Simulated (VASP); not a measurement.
# W (a cell with a defect) in VASP: single point with PBE+D3(BJ)

Aim: the single point of W (a cell with a defect) with PBE+D3(BJ).

All numbers are computed with VASP 6.6.1; they aren't measurements. Logs are shortened: lines on timing, memory, paths and dates and some standing lists are left out, and cuts for length are marked.

## Step 1: The cell of the first run

The cell holds a defect, 15 atoms: a = 6.320 Å, b = 6.320 Å, c = 6.320 Å, α = 90.00°, β = 90.00°, γ = 90.00°.

## Step 2: Single point, PBE+D3(BJ)

File INCAR:

```
PREC     = Accurate       # precision mode
ENCUT    = 520            # plane-wave cutoff, eV
EDIFF    = 1E-6           # SCF threshold, eV
ISMEAR   = 0              # smearing method
SIGMA    = 0.1            # smearing width, eV
LREAL    = Auto         
LASPH    = True           # aspherical terms in the spheres
NELM     = 60             # most SCF steps
ALGO     = Normal         # electronic algorithm
ISIF     = 2              # what is computed and relaxed
LWAVE    = False          # write WAVECAR
LCHARG   = False          # write CHGCAR
GGA      = PE             # functional
IVDW     = 12             # dispersion correction
NBANDS   = 118            # bands
```

File KPOINTS:

```
regular mesh
0
Gamma
  3 3 3
```

File POSCAR:

```
W
1.0
    6.3200000000      0.0000000000      0.0000000000
    0.0000000000      6.3200000000      0.0000000000
    0.0000000000      0.0000000000      6.3200000000
W
15
Direct
    0.2188045886     -0.2178854430     -0.2180143987
    0.5041188291      0.0037732595      0.0040553797
   -0.0039398734      0.4964166139      0.0039177215
   -0.0040204114      0.0037333861      0.4964042722
    0.2481123418      0.2460947785      0.2462958861
    0.4981431962      0.5016449367      0.0003639241
    0.4981373418      0.0001545886      0.5018857595
    0.7536724684      0.2458914557      0.2461463608
   -0.0002688291      0.5016262658      0.5018389241
    0.2518310127      0.7477200949      0.2539618671
    0.2519587025      0.2538474684      0.7479006329
    0.4975719937      0.5022443038      0.5025197785
    0.7531398734      0.7512416139      0.2470392405
    0.7533159810      0.2466574367      0.7516068038
    0.7466227848      0.7482004747      0.7485207278
```

Potentials or basis: VASP PAW PBE potentials, release 64 (W_sv).

Started as:

```
$ cat potpaw_PBE.64/W_sv/POTCAR > POTCAR
$ mpirun -np 1 vasp_std > vasp.out
```

OUTCAR:

```text
PREC = Accurate
   ENCUT = 520
   EDIFF = 1E-6
   ISMEAR = 0
   LREAL = Auto
   LASPH = True
   NELM = 60
   ISIF = 2
   GGA = PE
   IVDW = 12
 IVDW          = 12

 ion  position               nearest neighbor table
   1  0.219  0.782  0.782-   2 2.68   4 2.68   3 2.69   7 2.85   6 2.86   9 2.86  11 3.00  10 3.00
                            15 3.00  12 3.06  15 3.35  10 3.35  11 3.35
   2  0.504  0.004  0.004-   8 2.68   1 2.68   5 2.70  14 2.72  13 2.72  15 2.75  10 2.77  11 2.77
                             7 3.15   6 3.15   6 3.17   7 3.17
   3  0.996  0.496  0.004-   8 2.68   1 2.69  13 2.70   5 2.72  14 2.72  11 2.75  15 2.76  10 2.76
                             6 3.15   9 3.15   9 3.17   6 3.17
   4  0.996  0.004  0.496-   8 2.68   1 2.68  14 2.70   5 2.72  13 2.72  10 2.75  15 2.76  11 2.76
                             7 3.15   9 3.15   9 3.17   7 3.17
   5  0.248  0.246  0.246-   2 2.70   4 2.72   3 2.72   6 2.74   7 2.74   9 2.77  12 2.78   8 3.12
                            10 3.15  11 3.15  11 3.17  10 3.17   8 3.20
   6  0.498  0.502  0.000-  10 2.72  11 2.72  15 2.73  13 2.74   5 2.74   8 2.76  14 2.77   1 2.86
                            12 3.15   2 3.15   3 3.15   3 3.17  12 3.17   2 3.17
   7  0.498  0.000  0.502-  11 2.72  10 2.72  15 2.73  14 2.74   5 2.74   8 2.76  13 2.77   1 2.85
                             2 3.15   4 3.15  12 3.15  12 3.17   4 3.17   2 3.17
   8  0.754  0.246  0.246-   2 2.68   4 2.68   3 2.68   7 2.76   6 2.76   9 2.76  12 2.81   5 3.12
                            14 3.13  13 3.13  13 3.19  14 3.19   5 3.20
   9  1.000  0.502  0.502-  11 2.72  10 2.72  15 2.72  13 2.74  14 2.74   8 2.76   5 2.77   1 2.86
                            12 3.15   4 3.15   3 3.15   3 3.17   4 3.17  12 3.17
  10  0.252  0.748  0.254-  12 2.70   6 2.72   9 2.72   7 2.72   4 2.75   3 2.76   2 2.77   1 3.00
                             5 3.15  13 3.15  13 3.17   5 3.17   1 3.35
  11  0.252  0.254  0.748-  12 2.70   7 2.72   9 2.72   6 2.72   3 2.75   4 2.76   2 2.77   1 3.00
                             5 3.15  14 3.15  14 3.17   5 3.17   1 3.35
  12  0.498  0.502  0.503-  11 2.70  10 2.70  15 2.70  13 2.77  14 2.77   5 2.78   8 2.81   1 3.06
                             9 3.15   6 3.15   7 3.15   7 3.17   6 3.17   9 3.17
  13  0.753  0.751  0.247-   3 2.70   2 2.72   4 2.72   9 2.74   6 2.74   7 2.77  12 2.77   8 3.13
                            15 3.15  10 3.15  10 3.17  15 3.17   8 3.19
  14  0.753  0.247  0.752-   4 2.70   2 2.72   3 2.72   9 2.74   7 2.74   6 2.77  12 2.77   8 3.13
                            15 3.15  11 3.15  11 3.17  15 3.17   8 3.19
  15  0.747  0.748  0.749-  12 2.70   9 2.72   6 2.73   7 2.73   2 2.75   3 2.76   4 2.76   1 3.00
                            14 3.15  13 3.15  13 3.17  14 3.17   1 3.35

  LATTYP: Found a simple cubic cell.
 ALAT       =     6.3200000000

  Lattice vectors:

 A1 = (   6.3200000000,   0.0000000000,   0.0000000000)
 A2 = (   0.0000000000,   6.3200000000,   0.0000000000)
 A3 = (   0.0000000000,   0.0000000000,   6.3200000000)

Analysis of symmetry for initial positions (statically):
=====================================================================
 Subroutine PRICEL returns:
 Original cell was already a primitive cell.

 Routine SETGRP: Setting up the symmetry group for a
 simple cubic supercell.

 Subroutine GETGRP returns: Found  1 space group operations
 (whereof  1 operations were pure point group operations)
 out of a pool of 48 trial point group operations.

The static configuration has the point symmetry C_1 .

Analysis of symmetry for dynamics (positions and initial velocities):
=====================================================================
 Subroutine PRICEL returns:
 Original cell was already a primitive cell.

 Routine SETGRP: Setting up the symmetry group for a
 simple cubic supercell.

 Subroutine GETGRP returns: Found  1 space group operations
 (whereof  1 operations were pure point group operations)
 out of a pool of 48 trial point group operations.

The dynamic configuration has the point symmetry C_1 .

 Subroutine INISYM returns: Found  1 space group operations
 (whereof  1 operations are pure point group operations),
 and found     1 'primitive' translations

----------------------------------------------------------------------------------------

                                     Primitive cell

  volume of cell :     252.4360

  direct lattice vectors                    reciprocal lattice vectors
     6.320000000  0.000000000  0.000000000     0.158227848  0.000000000  0.000000000
     0.000000000  6.320000000  0.000000000     0.000000000  0.158227848  0.000000000
[... 71 lines left out ...]
  0.000000  0.000000  0.333333      2.000000
  0.333333  0.333333  0.000000      2.000000
  0.000000  0.333333  0.333333      2.000000
  0.333333  0.000000  0.333333      2.000000
 -0.333333  0.333333  0.000000      2.000000
 -0.333333  0.000000  0.333333      2.000000
  0.000000 -0.333333  0.333333      2.000000
  0.333333  0.333333  0.333333      2.000000
 -0.333333  0.333333  0.333333      2.000000
 -0.333333 -0.333333  0.333333      2.000000
  0.333333 -0.333333  0.333333      2.000000
   k-points           NKPTS =     14   k-points in BZ     NKDIM =     14   number of bands    NBANDS=    118
   number of dos      NEDOS =    301   number of ions     NIONS =     15
   total plane-waves  NPLWV = 110592
   dimension x,y,z NGX =    48 NGY =   48 NGZ =   48
   dimension x,y,z NGXF=    96 NGYF=   96 NGZF=   96
   ions per type =              15
   NGX,Y,Z   is equivalent  to a cutoff of  12.63, 12.63, 12.63 a.u.
   NGXF,Y,Z  is equivalent  to a cutoff of  25.25, 25.25, 25.25 a.u.
 SYSTEM =  unknown system
   PREC   = accura    normal or accurate (medium, high low for compatibility)
   ISTART =      0    job   : 0-new  1-cont  2-samecut
   ICHARG =      2    charge: 1-file 2-atom 10-const
   ISPIN  =      1    spin polarized calculation?
   LNONCOLLINEAR =      F non collinear calculations
   LSORBIT =      F    spin-orbit coupling
   LASPH  =      T    aspherical Exc in radial PAW
   ENCUT  =  520.0 eV  38.22 Ry    6.18 a.u.  11.75 11.75 11.75*2*pi/ulx,y,z
   NELM   =     60;   NELMIN=  2; NELMDL= -5     # of ELM steps
   EDIFF  = 0.1E-05   stopping-criterion for ELM
   LREAL  =      T    real-space projection
   EDIFFG = 0.1E-04   stopping-criterion for IOM
   NSW    =      0    number of steps for IOM
   IBRION =     -1    ionic relax: 0-MD 1-quasi-New 2-CG
   NFREE  =      0    steps in history (QN), initial steepest desc. (CG)
   ISIF   =      2    stress and relaxation
   ISYM   =      2    0-nonsym 1-usesym 2-fastsym
   POTIM  = 0.5000    time-step for ionic-motion
   TEBEG  =    0.0;   TEEND  =   0.0 temperature during run
   PSTRESS=    0.0 pullay stress
   NELECT =     210.0000    total number of electrons
   NUPDOWN=      -1.0000    fix difference up-down
   EMIN   =  10.00;   EMAX   =-10.00  energy-range for DOS
   EFERMI =   0.00;   METHOD = LEGACY
   ISMEAR =     0;   SIGMA  =   0.10  broadening in eV -4-tet -1-fermi 0-gaus
   EFERMI_NEDOS =   21; number of points for ismear=-14 and -15
   IALGO  =     38    algorithm
   IMIX   =      4    mixing-type and parameters
     AMIX     =   0.40;   BMIX     =  1.00
     AMIX_MAG =   1.60;   BMIX_MAG =  1.00
  volume/ion in A,a.u.               =      16.83       113.57
  Fermi-wavevector in a.u.,A,eV,Ry     =   1.539681  2.909576 32.254225  2.370619
  Thomas-Fermi vector in A             =   2.645875
   LORBIT       =      0    0 simple, 1 ext, 2 COOP (PROOUT), +10 PAW based schemes
   GGA     = PE    functional components
   LHFCALC =     F    Hartree Fock is set to
   AEXX    =    0.0000 exact exchange contribution
   IVDW    =    12    specifies the selected vdW correction
   LEPSILON=     F    determine dielectric tensor
   LRPA    =     F    only Hartree local field effects (RPA)
 non-spin polarized calculation
 Gauss-broadening in eV      SIGMA  =   0.10
  energy-cutoff  :      520.00
  volume of cell :      252.44
 maximum number of plane-waves:      6859
   NGX = 23   NGY = 23   NGZ = 23

 number of electron     210.0000008 magnetization

 Free energy of the ion-electron system (eV)
  ---------------------------------------------------
  ext. energy  EPLUGINS =         0.00000000
  ---------------------------------------------------
  free energy    TOTEN  =      -190.51176755 eV

  energy without entropy =     -190.46837849  energy(sigma->0) =     -190.49007302

 E-fermi :  10.2697     XC(G=0): -13.2243

 val. band max:       10.2633664471   @ k =  -0.3333  -0.3333   0.3333
 cond. band min:      10.3574089689   @ k =   0.0000   0.3333   0.0000
 fundamental gap:      0.0940425218
 Fermi energy:        10.2697285277

 k-point     1 :       0.0000    0.0000    0.0000
  band No.  band energies     occupation
      1     -63.7166      2.00000
      2     -63.6268      2.00000
      3     -63.5698      2.00000
      4     -63.5672      2.00000
      5     -63.5391      2.00000
      6     -63.5391      2.00000
[... 1669 lines left out ...]
    116      12.5701      0.00000
    117      12.5898      0.00000
 [bands above 117 left out]

------------------------ aborting loop because EDIFF is reached ----------------------------------------

 Edisp (eV)   -9.80675

 E8    (eV) :    -5.0266

  FORCE on cell =-STRESS in cart. coord.  units (eV):
  Direction    XX          YY          ZZ          XY          YZ          ZX
  --------------------------------------------------------------------------------------
  -------------------------------------------------------------------------------------
  Total     -10.20952   -10.27996   -10.26371     1.65410    -1.71124     1.63769
  in kB     -64.79847   -65.24554   -65.14237    10.49833   -10.86101    10.39420
  external pressure =      -65.06 kB  Pullay stress =        0.00 kB

 VOLUME and BASIS-vectors are now :
 -----------------------------------------------------------------------------
  energy-cutoff  :      520.00
  volume of cell :      252.44
      direct lattice vectors                 reciprocal lattice vectors
     6.320000000  0.000000000  0.000000000     0.158227848  0.000000000  0.000000000
     0.000000000  6.320000000  0.000000000     0.000000000  0.158227848  0.000000000
     0.000000000  0.000000000  6.320000000     0.000000000  0.000000000  0.158227848

 POSITION                                       TOTAL-FORCE (eV/Angst)
 -----------------------------------------------------------------------------------
      1.38284      4.94296      4.94215         1.001851     -1.055492     -1.036210
      3.18603      0.02385      0.02563        -0.236511      0.003210     -0.001622
      6.29510      3.13735      0.02476        -0.001501      0.195928      0.008696
      6.29459      0.02360      3.13728         0.005333      0.006174      0.210073
      1.56807      1.55532      1.55659        -0.108791      0.106190      0.103483
      3.14826      3.17040      0.00230        -0.063109      0.070534      0.077376
      3.14823      0.00098      3.17192        -0.064558      0.076539      0.070801
      4.76321      1.55403      1.55565         0.003814      0.024275      0.018788
      6.31830      3.17028      3.17162        -0.077029      0.068940      0.068879
      1.59157      4.72559      1.60504        -0.107582      0.130093      0.019723
      1.59238      1.60432      4.72673        -0.112795      0.016755      0.127822
      3.14466      3.17418      3.17593        -0.032548      0.038140      0.034254
      4.75984      4.74785      1.56129        -0.078721      0.123625      0.080574
      4.76096      1.55887      4.75016        -0.084258      0.088016      0.118386
      4.71866      4.72863      4.73065        -0.043595      0.107072      0.098975
 -----------------------------------------------------------------------------------
    total drift:                               -0.000105     -0.001842     -0.002923

  FREE ENERGIE OF THE ION-ELECTRON SYSTEM (eV)
  ---------------------------------------------------
  free  energy   TOTEN  =      -200.3185175855 eV

  energy  without entropy=     -200.2751285268  energy(sigma->0) =     -200.29682306
```

Wall time 13 min (1 thread of Intel Xeon Platinum 8375C at 2.90GHz (Ice Lake), shared host); peak memory 0.47 GiB.

What came out:

| Quantity | Value |
| --- | --- |
| Free energy | -200.3185 eV |
| Pressure | -6.5 GPa |
| Largest force | 1.786 eV/Å |
| Band gap on the k mesh | zero (bands 105 and 106 overlap by 0.13 eV) |
| Dispersion energy per atom | -0.654 eV |

Forces on the atoms (eV/Å):
```
W    1.002 -1.055 -1.036
W   -0.237  0.003 -0.002
W   -0.002  0.196  0.009
W    0.005  0.006  0.210
W   -0.109  0.106  0.103
W   -0.063  0.071  0.077
W   -0.065  0.077  0.071
W    0.004  0.024  0.019
W   -0.077  0.069  0.069
W   -0.108  0.130  0.020
W   -0.113  0.017  0.128
W   -0.033  0.038  0.034
W   -0.079  0.124  0.081
W   -0.084  0.088  0.118
W   -0.044  0.107  0.099
```

Stress tensor (GPa, compression positive):
```
-6.48  1.05  1.04
 1.05 -6.52 -1.09
 1.04 -1.09 -6.51
```

Levels at points of the mesh, in eV from the Fermi level:
```tsv
k point	band 103	band 104	band 105	band 106	band 107	band 108
(0.00, 0.00, 0.00)	-0.06	-0.05	-0.05	0.89	0.90	1.08
```

Caveat: spin-orbit coupling is left out, which moves the levels of the heavy elements.
